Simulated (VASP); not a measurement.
# TaN (I4mm) in VASP: notebook

TaN is run at these levels: LDA; tasks: single point.

Everything below comes from runs of VASP 6.6.1. Logs are shortened: lines on timing, memory, paths and dates and some standing lists are left out, and cuts for length are marked.

## Step 1: The cell of the first run

It takes space group I4mm (No. 107, tetragonal). The conventional cell has a = 3.126 Å, b = 3.126 Å, c = 4.420 Å, α = 90.00°, β = 90.00°, γ = 90.00°. Within 2.7 Å of Ta (site symmetry 4mm) lie 6 N at 2.01 to 2.41 Å. N (site symmetry 4mm) has 6 Ta at 2.01 to 2.41 Å within 2.7 Å.

## Step 2: Single point, LDA

INCAR

```
SYSTEM = TaN
  ALGO = Normal
  EDIFF = 1E-7
  ENCUT = 520
  GGA = CA
  ISIF = 2
  ISMEAR = 0
  LASPH = .True.
  LCHARG = .True.
  LELF = .True.
  LREAL = .False.
  LVHAR = .True.
  LWAVE = .False.
  NBANDS = 15
  NELM = 60
  PREC = Accurate
  SIGMA = 0.15
```

KPOINTS

```
k-points
0
Gamma
  18 18 18
  0 0 0
```

POSCAR

```
TaN
1.0
    0.0000000000      2.2101387059      2.2101387059
    2.2101387059      0.0000000000      2.2101387059
    2.2101387059      2.2101387059      0.0000000000
Ta N
1 1
Direct
    0.4967417379      0.5032582621      0.5032582621
    0.0420914985     -0.0420914985     -0.0420914985
```

Potentials or basis: VASP PAW LDA potentials, release 64 (Ta_pv, N).

The run is started by

```console
$ cat potpaw_LDA.64/Ta_pv/POTCAR potpaw_LDA.64/N/POTCAR > POTCAR
$ mpirun -np 1 vasp_std > vasp.out
```

OUTCAR:

```text
SYSTEM = TaN
   EDIFF = 1E-7
   ENCUT = 520
   GGA = CA
   ISIF = 2
   ISMEAR = 0
   LASPH = .True.
   LREAL = .False.
   NELM = 60
   PREC = Accurate

 ion  position               nearest neighbor table
   1  0.497  0.503  0.503-   2 2.01   2 2.22   2 2.22   2 2.22   2 2.22   2 2.41
   2  0.042  0.958  0.958-   1 2.01   1 2.22   1 2.22   1 2.22   1 2.22   1 2.41

  LATTYP: Found a face centered cubic cell.
 ALAT       =     4.4202774118

  Lattice vectors:

 A1 = (   0.0000000000,   2.2101387059,   2.2101387059)
 A2 = (   2.2101387059,   0.0000000000,   2.2101387059)
 A3 = (   2.2101387059,   2.2101387059,   0.0000000000)

Analysis of symmetry for initial positions (statically):
=====================================================================
 Subroutine PRICEL returns:
 Original cell was already a primitive cell.

 Routine SETGRP: Setting up the symmetry group for a
 face centered cubic supercell.

 Subroutine GETGRP returns: Found  8 space group operations
 (whereof  8 operations were pure point group operations)
 out of a pool of 48 trial point group operations.

The static configuration has the point symmetry C_4v.

Analysis of symmetry for dynamics (positions and initial velocities):
=====================================================================
 Subroutine PRICEL returns:
 Original cell was already a primitive cell.

 Routine SETGRP: Setting up the symmetry group for a
 face centered cubic supercell.

 Subroutine GETGRP returns: Found  8 space group operations
 (whereof  8 operations were pure point group operations)
 out of a pool of 48 trial point group operations.

The dynamic configuration has the point symmetry C_4v.

 Subroutine INISYM returns: Found  8 space group operations
 (whereof  8 operations are pure point group operations),
 and found     1 'primitive' translations

----------------------------------------------------------------------------------------

                                     Primitive cell

  volume of cell :      21.5918

  direct lattice vectors                    reciprocal lattice vectors
     0.000000000  2.210138706  2.210138706    -0.226230145  0.226230145  0.226230145
     2.210138706  0.000000000  2.210138706     0.226230145 -0.226230145  0.226230145
     2.210138706  2.210138706  0.000000000     0.226230145  0.226230145 -0.226230145

  length of vectors
     3.125608133  3.125608133  3.125608133     0.391842105  0.391842105  0.391842105

  position of ions in fractional coordinates (direct lattice)
     0.496741738  0.503258262  0.503258262
     0.042091498  0.957908502  0.957908502

  ion indices of the primitive-cell ions
   primitive index   ion index
                 1           1
                 2           2

----------------------------------------------------------------------------------------

 KPOINTS: k-points

Automatic generation of k-mesh.
 Grid dimensions read from file:
 generate k-points for:   18   18   18

 Generating k-lattice:

  Cartesian coordinates                     Fractional coordinates (reciprocal lattice)
    -0.012568341  0.012568341  0.012568341     0.055555556  0.000000000  0.000000000
     0.012568341 -0.012568341  0.012568341     0.000000000  0.055555556  0.000000000
     0.012568341  0.012568341 -0.012568341     0.000000000  0.000000000  0.055555556

  Length of vectors
     0.021769006  0.021769006  0.021769006

  Shift w.r.t. Gamma in fractional coordinates (k-lattice)
     0.000000000  0.000000000  0.000000000

 Subroutine IBZKPT returns following result:
 ===========================================

 Found    480 irreducible k-points:

 Following reciprocal coordinates:
            Coordinates               Weight
  0.000000  0.000000  0.000000      1.000000
  0.055556  0.000000  0.000000      8.000000
  0.111111  0.000000  0.000000      8.000000
  0.166667  0.000000  0.000000      8.000000
  0.222222  0.000000  0.000000      8.000000
  0.277778  0.000000  0.000000      8.000000
[... 16 lines left out ...]
  0.388889  0.055556  0.000000     16.000000
  0.000000  0.388889  0.055556      8.000000
 [... further k-points ...]
   k-points           NKPTS =    480   k-points in BZ     NKDIM =    480   number of bands    NBANDS=     15
   number of dos      NEDOS =    301   number of ions     NIONS =      2
   total plane-waves  NPLWV =  13824
   dimension x,y,z NGX =    24 NGY =   24 NGZ =   24
   dimension x,y,z NGXF=    48 NGYF=   48 NGZF=   48
   ions per type =               1   1
   NGX,Y,Z   is equivalent  to a cutoff of  12.77, 12.77, 12.77 a.u.
   NGXF,Y,Z  is equivalent  to a cutoff of  25.53, 25.53, 25.53 a.u.
 SYSTEM =  TaN
   PREC   = accura    normal or accurate (medium, high low for compatibility)
   ISTART =      0    job   : 0-new  1-cont  2-samecut
   ICHARG =      2    charge: 1-file 2-atom 10-const
   ISPIN  =      1    spin polarized calculation?
   LNONCOLLINEAR =      F non collinear calculations
   LSORBIT =      F    spin-orbit coupling
   LASPH  =      T    aspherical Exc in radial PAW
   ENCUT  =  520.0 eV  38.22 Ry    6.18 a.u.   5.81  5.81  5.81*2*pi/ulx,y,z
   NELM   =     60;   NELMIN=  2; NELMDL= -5     # of ELM steps
   EDIFF  = 0.1E-06   stopping-criterion for ELM
   LREAL  =      F    real-space projection
   EDIFFG = 0.1E-05   stopping-criterion for IOM
   NSW    =      0    number of steps for IOM
   IBRION =     -1    ionic relax: 0-MD 1-quasi-New 2-CG
   NFREE  =      0    steps in history (QN), initial steepest desc. (CG)
   ISIF   =      2    stress and relaxation
   ISYM   =      2    0-nonsym 1-usesym 2-fastsym
   POTIM  = 0.5000    time-step for ionic-motion
   TEBEG  =    0.0;   TEEND  =   0.0 temperature during run
   PSTRESS=    0.0 pullay stress
   NELECT =      16.0000    total number of electrons
   NUPDOWN=      -1.0000    fix difference up-down
   EMIN   =  10.00;   EMAX   =-10.00  energy-range for DOS
   EFERMI =   0.00;   METHOD = LEGACY
   ISMEAR =     0;   SIGMA  =   0.15  broadening in eV -4-tet -1-fermi 0-gaus
   EFERMI_NEDOS =   21; number of points for ismear=-14 and -15
   IALGO  =     38    algorithm
   IMIX   =      4    mixing-type and parameters
     AMIX     =   0.40;   BMIX     =  1.00
     AMIX_MAG =   1.60;   BMIX_MAG =  1.00
  volume/ion in A,a.u.               =      10.80        72.85
  Fermi-wavevector in a.u.,A,eV,Ry     =   1.481444  2.799524 29.860392  2.194677
  Thomas-Fermi vector in A             =   2.595354
   LORBIT       =      0    0 simple, 1 ext, 2 COOP (PROOUT), +10 PAW based schemes
   GGA     = CA    functional components
   LHFCALC =     F    Hartree Fock is set to
   AEXX    =    0.0000 exact exchange contribution
   IVDW    =     0    specifies the selected vdW correction
   LEPSILON=     F    determine dielectric tensor
   LRPA    =     F    only Hartree local field effects (RPA)
 non-spin polarized calculation
 Gauss-broadening in eV      SIGMA  =   0.15
  energy-cutoff  :      520.00
  volume of cell :       21.59
 maximum number of plane-waves:       594
   NGX = 11   NGY = 11   NGZ = 11

 number of electron      16.0000003 magnetization

 Free energy of the ion-electron system (eV)
  ---------------------------------------------------
  ext. energy  EPLUGINS =         0.00000000
  ---------------------------------------------------
  free energy    TOTEN  =       -23.95740416 eV

  energy without entropy =      -23.94833208  energy(sigma->0) =      -23.95286812

 E-fermi :   9.1270     XC(G=0): -13.5616

 val. band max:        9.1105810050   @ k =   0.0556  -0.3333   0.2778
 cond. band min:       9.1285305014   @ k =  -0.2222   0.1111   0.0000
 fundamental gap:      0.0179494965
 Fermi energy:         9.1269674467

 k-point     1 :       0.0000    0.0000    0.0000
  band No.  band energies     occupation
      1     -26.3540      2.00000
      2     -26.3030      2.00000
      3     -26.3030      2.00000
      4      -9.2647      2.00000
      5       4.6900      2.00000
      6       4.6900      2.00000
      7       4.7370      2.00000
      8       7.1797      2.00000
      9       8.0510      2.00000
     10       8.0511      2.00000
     11       9.2617      0.20401
     12      10.2951      0.00000
     13      10.7317      0.00000
     14      18.5822      0.00000
     15      20.6668      0.00000

 k-point     2 :       0.0556    0.0000    0.0000
  band No.  band energies     occupation
      1     -26.3685      2.00000
      2     -26.3182      2.00000
      3     -26.3056      2.00000
      4      -9.1907      2.00000
      5       4.1997      2.00000
      6       4.5587      2.00000
      7       4.8862      2.00000
      8       7.1932      2.00000
      9       7.9310      2.00000
     10       8.0136      2.00000
     11       9.6724      0.00000
     12      10.5558      0.00000
     13      10.9984      0.00000
     14      18.8120      0.00000
     15      20.6666      0.00000

 k-point     3 :       0.1111    0.0000    0.0000
  band No.  band energies     occupation
      1     -26.4332      2.00000
      2     -26.3382      2.00000
      3     -26.3130      2.00000
      4      -8.9751      2.00000
      5       3.4911      2.00000
      6       4.1992      2.00000
      7       4.6289      2.00000
      8       7.2976      2.00000
      9       7.8968      2.00000
     10       8.0567      2.00000
     11      10.5363      0.00000
     12      11.1954      0.00000
     13      11.6695      0.00000
     14      19.4597      0.00000
     15      20.6663      0.00000
[... 343 lines left out ...]
 k-point    23 :       0.3889    0.0556    0.0000
  band No.  band energies     occupation
      1     -27.0254      2.00000
      2     -26.4181      2.00000
      3     -26.3822      2.00000
      4      -6.9327      2.00000
      5      -0.1231      2.00000
      6       2.0333      2.00000
      7       2.3817      2.00000
      8       8.9989      1.77268
      9      10.3590      0.00000
     10      10.6038      0.00000
     11      13.9435      0.00000
     12      15.0922      0.00000
     13      15.9581      0.00000
     14      20.4788      0.00000
     15      20.7576      0.00000

 k-point    24 :       0.0000    0.3889    0.0556
  band No.  band energies     occupation
      1     -27.0306      2.00000
      2     -26.4069      2.00000
      3     -26.3897      2.00000
      4      -6.9213      2.00000
      5      -0.1274      2.00000
      6       2.1305      2.00000
      7       2.2495      2.00000
      8       9.1529      0.80666
      9      10.3751      0.00000
     10      10.6033      0.00000
     11      13.7457      0.00000
     12      14.6400      0.00000
     13      16.4846      0.00000
     14      20.5555      0.00000
     15      20.8171      0.00000

 [... further k-points ...]
[... 5 lines left out ...]
  --------------------------------------------------------------------------------------
  -------------------------------------------------------------------------------------
  Total        0.5473973     -1.9557474     -1.9557474     -0.0000000      0.0000000      0.0000000
  in kB       40.6185713   -145.1225046   -145.1225046     -0.0000000      0.0000000      0.0000000
  external PRESSURE =     -83.2088126 kB  Pullay stress =       0.0000000 kB

 VOLUME and BASIS-vectors are now :
 -----------------------------------------------------------------------------
  energy-cutoff  :      520.00
  volume of cell :       21.59
      direct lattice vectors                 reciprocal lattice vectors
     0.000000000  2.210138706  2.210138706    -0.226230145  0.226230145  0.226230145
     2.210138706  0.000000000  2.210138706     0.226230145 -0.226230145  0.226230145
     2.210138706  2.210138706  0.000000000     0.226230145  0.226230145 -0.226230145

 POSITION                                       TOTAL-FORCE (eV/Angst)
 -----------------------------------------------------------------------------------
      2.22454      2.21014      2.21014        -1.787922      0.000000      0.000000
      4.23422      2.21014      2.21014         1.787922      0.000000      0.000000
 -----------------------------------------------------------------------------------
    total drift:                               -0.000141      0.000000      0.000000

  FREE ENERGIE OF THE ION-ELECTRON SYSTEM (eV)
  ---------------------------------------------------
  free  energy   TOTEN  =       -23.9574041602 eV

  energy  without entropy=      -23.9483320801  energy(sigma->0) =      -23.95286812
```

Run time: 40 s. Hardware: 1 thread of Intel Xeon 6975P-C (Granite Rapids), shared host; peak memory 0.26 GiB.

Results:

* Free energy: -23.9574 eV
* Pressure: -8.3 GPa
* Largest force: 1.788 eV/Å
* Band gap on the k mesh: zero (band 8 reaches 10.83 eV, above the bottom of band 9 at 7.67 eV)

Forces on the atoms (eV/Å):
```
Ta  -1.788  0.000  0.000
N    1.788  0.000  0.000
```

Stress tensor (GPa, compression positive):
```
  4.06   0.00   0.00
  0.00 -14.51   0.00
  0.00   0.00 -14.51
```

Caveat: spin-orbit coupling is left out, which moves the levels of the heavy elements; forces of over 1 eV/Å act on the atoms, so gaps and moduli don't describe the material at rest.

## Step 3: Single point, LDA

This run uses another cell than the first one, of 9.77 Å³/atom, 0.905 times its volume.

INCAR

```
ALGO = Normal
EDIFF = 1E-6
ENCUT = 520
GGA = CA
ISIF = 2
ISMEAR = 0
LASPH = T
LCHARG = T
LELF = T
LREAL = F
LVHAR = T
LWAVE = F
NBANDS = 15
NELM = 100
PREC = Accurate
SIGMA = 0.15
```

KPOINTS

```
k-points
0
Gamma
  18 18 18
```

POSCAR

```
TaN
1.0
    0.0000000000      2.1375325951      2.1375325951
    2.1375325951      0.0000000000      2.1375325951
    2.1375325951      2.1375325951      0.0000000000
Ta N
1 1
Direct
    0.4956556505      0.5043443495      0.5043443495
    0.0561219980     -0.0561219980     -0.0561219980
```

Potentials or basis: VASP PAW LDA potentials, release 64 (Ta_pv, N).

The run is started by

```console
$ cat potpaw_LDA.64/Ta_pv/POTCAR potpaw_LDA.64/N/POTCAR > POTCAR
$ mpirun -np 1 vasp_std > vasp.out
```

Run time: 76 s. Hardware: 1 thread of AMD EPYC 9R45 (Zen 5), shared host; peak memory 0.22 GiB.

Results (log left out):

- Free energy: -23.5937 eV
- Pressure: 39.4 GPa
- Largest force: 4.291 eV/Å
- Band gap on the k mesh: zero (band 8 reaches 12.08 eV, above the bottom of band 9 at 8.74 eV)

Forces in eV/Å, atoms in the order of the input:
```
Ta  -4.291  0.000  0.000
N    4.291  0.000  0.000
```

Stress tensor (GPa, compression positive):
```
70.76  0.00  0.00
 0.00 23.66  0.00
 0.00  0.00 23.66
```

Levels at points of the mesh, in eV from the Fermi level:
| k point | band 6 | band 7 | band 8 | band 9 | band 10 | band 11 |
| --- | --- | --- | --- | --- | --- | --- |
| (0.00, 0.00, 0.00) | -5.28 | -5.12 | -2.15 | -0.65 | -0.65 | 0.24 |
| (0.50, 0.00, 0.00) | -8.05 | -7.90 | 1.81 | 2.26 | 2.45 | 4.21 |
| (0.50, 0.50, 0.00) | -6.61 | -4.91 | -2.75 | 3.07 | 4.15 | 4.24 |
| (0.00, 0.50, 0.50) | -5.92 | -4.69 | -4.69 | 2.64 | 3.96 | 4.14 |

Caveat: spin-orbit coupling is left out, which moves the levels of the heavy elements; forces of over 1 eV/Å act on the atoms, so gaps and moduli don't describe the material at rest.
